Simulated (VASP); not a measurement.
Input of a VASP 6.6.1 run:

INCAR

```
SYSTEM = SnO
PREC = Accurate
ENCUT = 520
EDIFF = 1E-6
ISMEAR = -1
SIGMA = 0.02
LREAL = .False.
LASPH = .True.
NELM = 80
ALGO = Normal
ISIF = 2
LWAVE = .False.
LCHARG = .False.
NBANDS = 17
```

The input KPOINTS:

```
Automatic mesh
0
Gamma
  8 8 8
  0 0 0
```

The input POSCAR:

```
SnO
1.0
    0.0000000000      2.6587493885      2.6587493885
    2.6587493885      0.0000000000      2.6587493885
    2.6587493885      2.6587493885      0.0000000000
Sn O
1 1
Direct
    0.0000000000      0.0000000000      0.0000000000
    0.2500000000      0.2500000000      0.2500000000
```

Potentials or basis: VASP PAW LDA potentials, release 64 (Sn_d, O).

Run with:

```bash
$ cat potpaw_LDA.64/Sn_d/POTCAR potpaw_LDA.64/O/POTCAR > POTCAR
$ mpirun -np 1 vasp_std > vasp.out
```

Q: What does it give for the band gap on the k mesh?

A: Zero (band 10 reaches 6.56 eV, above the bottom of band 11 at 6.36 eV).

Q: What does it give for the pressure?

A: 0.1 GPa.

Caveat: spin-orbit coupling is left out, which moves the levels of the heavy elements.
